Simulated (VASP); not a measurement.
Runs of VASP 6.6.1 on ZrS. The structure is that of space group I4/mmm (No. 139), or close to it. The cells are those of the table. 

```csv
cell,gap on the mesh (eV),pressure (GPa)
"a = 3.532, b = 3.712 Å, angles 58.3, 63.4, 58.3°, 2 atoms",none,(a)
"a = 3.902, b = 3.712 Å, angles 61.6, 56.8, 61.6°, 2 atoms",none,-15.2
"a = 3.621, b = 3.712 Å, angles 59.2, 61.7, 59.2°, 2 atoms",none,-1.0
"a = 3.854, b = 3.712 Å, angles 61.2, 57.6, 61.2°, 2 atoms",none,-14.3
```

Alike in all rows: task single point; level LDA; potentials or basis VASP PAW LDA potentials, release 64 (Zr_sv, S); no spin polarisation; k mesh 16 × 16 × 16; cutoff (eV) 520; smearing gaussian 0.15 eV.

**Question.** Fill in the values left out.

**Answer.** (a) 12.2.

A k mesh can miss the band edges, and the runs leave out spin-orbit coupling on Zr.

A gap of «none» marks levels without a gap at the run's occupations.
